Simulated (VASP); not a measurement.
Here is a VASP 6.6.1 calculation.

File INCAR:

```
SYSTEM = B
ALGO     = Normal         ! electronic algorithm
EDIFF    = 1E-7           ! SCF threshold, eV
ENCUT    = 520            ! plane-wave cutoff, eV
GGA      = PS             ! functional
ISIF     = 2              ! what is computed and relaxed
ISMEAR   = -1             ! smearing method
LASPH    = .True.         ! aspherical terms in the spheres
LCHARG   = .False.        ! write CHGCAR
LREAL    = .False.        ! projectors in reciprocal space
LWAVE    = .False.        ! write WAVECAR
NBANDS   = 14             ! bands
NELM     = 80             ! most SCF steps
PREC     = Accurate       ! precision mode
SIGMA    = 0.1            ! smearing width, eV
```

KPOINTS

```
k-points
0
Gamma
  28 28 3
  0 0 0
```

Contents of POSCAR:

```
B
1.0
    1.7098334540      0.0000000000      0.0000000000
   -0.8549167270      1.4807592074      0.0000000000
    0.0000000000      0.0000000000     14.3370503335
B
4
Direct
    0.0000000000      0.0000000000      0.0000000000
    0.0000000000      0.0000000000      0.5000000000
    0.3333333333      0.6666666667      0.2500000000
    0.6666666667      0.3333333333      0.7500000000
```

Potentials or basis: VASP PAW PBE potentials, release 64 (B).

Launch:

```console
$ cat potpaw_PBE.64/B/POTCAR > POTCAR
$ mpirun -np 1 vasp_std > vasp.out
```

Task: Predict the band gap on the k mesh.

Result: Zero (band 6 reaches 8.61 eV, above the bottom of band 7 at -2.47 eV).

Task: Predict the pressure.

Result: -0.7 GPa.

Stress tensor (GPa, compression positive):
```
-0.86  0.00  0.00
 0.00 -0.86  0.00
 0.00  0.00 -0.40
```

Caveat: the PAW data sets were made with another functional, which shifts forces and pressure a little; this functional lacks dispersion, which binds the layers, so the pressure and a relaxed spacing across them are unreliable.
